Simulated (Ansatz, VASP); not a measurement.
One calculation of TaN, two programs

POSCAR

```
TaN
1.0
    2.7012619810      0.0000000000      0.0000000000
   -1.3506309905      2.3393614978      0.0000000000
    0.0000000000      0.0000000000      3.0000032949
Ta N
1 1
Direct
    0.3333333333      0.6666666667      0.5000000000
    0.0000000000      0.0000000000      0.0000000000
```

The input INCAR.step1:

```
ALGO = Normal ; EDIFF = 1E-4
ENCUT = 520 ; GGA = PE
ISMEAR = 0 ; LASPH = True
LCHARG = False ; LREAL = False
LWAVE = True ; NBANDS = 15
NELM = 60 ; PREC = Accurate
SIGMA = 0.15
```

INCAR.step2

```
ALGO = Normal ; EDIFF = 1E-6
ENCUT = 520 ; ISIF = 2
ISMEAR = 0 ; ISTART = 1
LASPH = True ; LCHARG = False
LMIXTAU = True ; LREAL = False
LWAVE = False ; METAGGA = R2SCAN
NBANDS = 15 ; NELM = 60
PREC = Accurate ; SIGMA = 0.15
```

File KPOINTS:

```
k-points
0
Gamma
  24 24 20
```

Input for Ansatz:

```yaml
crystal:
  lattice:
    - [2.701261981, 0.0, 0.0]
    - [-1.3506309905, 2.3393614978, 0.0]
    - [0.0, 0.0, 3.0000032949]
  atoms:
    - { symbol: Ta, position: [0.3333333333, 0.6666666667, 0.5] }
    - { symbol: "N", position: [0.0, 0.0, 0.0] }
basis:
  ecutwfc: 500
kpoints:
  mp_grid: { grid: [24, 24, 20] }
hamiltonian:
  xc: r2scan
scf:
  occupations: { method: gaussian, width: 0.15 }
output:
  forces: true
  stress: true
  eigenvalues: true
```

Change from the starting cell: strain -0.080 along x and y, +0.040 along z, atoms carried along.

Alike in both runs: task single point; functional r2SCAN; k mesh 24 × 24 × 20; occupations gaussian, width 0.15 eV; no spin polarisation.

|  | VASP | Ansatz |
| --- | --- | --- |
| version | VASP 6.6.1 | Ansatz 0.2.0 |
| potentials or method | VASP PAW PBE potentials, release 64 (Ta_pv, N), cutoff 520 eV | scalar-relativistic, plane waves, PAW |
| valence electrons in the cell | 16 | 18 |

Ansatz gave:

* gap on the k mesh at the Fermi level (eV): none
* pressure (GPa): 58.3
* traceless stress, the component that is largest in VASP (GPa): -63.43

Task: Which values does VASP return?

Result: gap on the k mesh at the Fermi level (eV): none; pressure (GPa): 61.1; traceless stress, the component that is largest in VASP (GPa): -63.38.

VASP's potentials were made for PBE, not for r2SCAN. A gap of «none» marks a metal or a gap that the smearing closes. Both programs put the cell under a high pressure, so it lies far from rest at this level. The functional is the same, so the differences come from potentials, cutoffs and numerics. VASP's potentials hold 16 valence electrons a cell and Ansatz's 18, so a difference there can come from the potentials and not from the codes.

Spin-orbit coupling is off throughout. Noted on VASP's run: the cell as given lies far from equilibrium.
